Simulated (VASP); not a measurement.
Write the native input for VASP 6.6.1 that does the following.

| Quantity | Value |
| --- | --- |
| Task | relaxation of cell and atoms |
| Functional | PBEsol |
| Potentials or basis | VASP PAW PBE potentials, release 64 (Y_sv) |
| Cutoff | 600 eV |
| k mesh | 7 × 7 × 4 |
| Occupations | fermi-dirac, width 0.02 eV |
| Spin | no spin polarisation |
| Dipole correction | no |
| Further INCAR settings | ALGO = Normal; EDIFF = 1e-06; IBRION = 2; EDIFFG = -0.02; NSW = 80; ISIF = 3 |

The structure of Y lies in POSCAR:

```
Y
1.0
    3.6474000000      0.0000000000      0.0000000000
   -1.8237000000      3.1587410000      0.0000000000
    0.0000000000      0.0000000000      5.7306000000
Y
2
Direct
    0.3333333333      0.6666666667      0.2500000000
    0.6666666667      0.3333333333      0.7500000000
```

One way to write it, as run:

INCAR

```
SYSTEM = Y
PREC = Accurate
ENCUT = 600
EDIFF = 1E-6
ISMEAR = -1
SIGMA = 0.02
LREAL = .FALSE.
LASPH = .TRUE.
NELM = 100
ALGO = Normal
ISIF = 3
LWAVE = .FALSE.
LCHARG = .FALSE.
GGA = PS
IBRION = 2
NSW = 80
EDIFFG = -0.02
```

KPOINTS

```
regular mesh
0
G
  7 7 4
  0 0 0
```

Potentials or basis: VASP PAW PBE potentials, release 64 (Y_sv).

Run with:

```bash
$ cat potpaw_PBE.64/Y_sv/POTCAR > POTCAR
$ mpirun -np 1 vasp_std > vasp.out
```

Results of the run:

```json
{
 "Relaxed volume": "31.44 Å³/atom",
 "Relaxed cell": "a = 3.610 Å, b = 3.610 Å, c = 5.570 Å, α = 90.00°, β = 90.00°, γ = 120.00°",
 "Space group after relaxing (to 0.1 Å)": "P6_3/mmc (No. 194)",
 "Energy gained by relaxing": "11.6 meV/atom",
 "Ionic steps": "6",
 "Pressure after relaxing": "-0.1 GPa",
 "Band gap on the k mesh": "zero (bands 11 and 12 overlap by 1.64 eV)"
}
```

Caveat: the PAW data sets were made with another functional, which shifts forces and pressure a little.

Run time: 3.7 min on 1 thread of Oxide Virtual Turin-like Processor (shared host), peak memory 0.2 GiB.
